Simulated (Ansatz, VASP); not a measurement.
PbSe: VASP beside Ansatz

Contents of INCAR:

```
PREC = Accurate
ENCUT = 520
EDIFF = 1E-7
ISMEAR = -1
SIGMA = 0.02
LREAL = False
LASPH = True
NELM = 80
ALGO = Normal
ISIF = 2
LWAVE = False
LCHARG = True
GGA = PE
LELF = True
LVHAR = True
NBANDS = 17
```

File KPOINTS:

```
Automatic mesh
0
Gamma
  8 8 8
```

Contents of POSCAR:

```
PbSe
1.0
    0.0000000000      3.0887022202      3.0887022202
    2.9191324683      0.0000000000      3.0887022202
    2.9191324683      3.0887022202      0.0000000000
Pb Se
1 1
Direct
    0.0000000000      0.0000000000      0.0000000000
    0.5000000000      0.5000000000      0.5000000000
```

Input for Ansatz:

```yaml
crystal:
  lattice:
    - [0.0, 3.0887022202, 3.0887022202]
    - [2.9191324683, 0.0, 3.0887022202]
    - [2.9191324683, 3.0887022202, 0.0]
  atoms:
    - { symbol: Pb, position: [0.0, 0.0, 0.0] }
    - { symbol: Se, position: [0.5, 0.5, 0.5] }
kpoints:
  mp_grid: { grid: [8, 8, 8] }
  band_path:
    path:
      - [0.0, 0.0, 0.0]
      - [0.5, 0.0, 0.5]
      - [0.625, 0.25, 0.625]
      - [0.375, 0.375, 0.75]
      - [0.5, 0.5, 0.5]
      - [0.5, 0.25, 0.75]
    npoints: 1
hamiltonian:
  xc: pbe
scf:
  occupations: { method: fermi_dirac, width: 0.02 }
  n_extra_bands: 4
output:
  forces: true
  stress: true
  eigenvalues: true
```

Change from the starting cell: uniaxial_x strain -5.5%.

Alike in both runs: task single point; functional PBE; k mesh 8 × 8 × 8; occupations fermi-dirac, width 0.02 eV; no spin polarisation.

|  | VASP | Ansatz |
| --- | --- | --- |
| version | VASP 6.6.1 | Ansatz 0.2.0 |
| potentials or method | VASP PAW PBE potentials, release 64 (Pb_d, Se) | plane waves, PAW |
| plane-wave cutoff (eV) | 520 | 420 |
| valence electrons in the cell | 20 | 30 |

```csv
,VASP,Ansatz,Ansatz less VASP
pressure (GPa),4.7,4.7,+0.01
"traceless stress, the component that is largest in VASP (GPa)",6.09,6.07,-0.016
```

With one functional, cell and mesh, what is left measures potentials, basis and numerics. VASP's potentials hold 20 valence electrons a cell and Ansatz's 30, so a difference there can come from the potentials and not from the codes.

Spin-orbit coupling is off throughout.
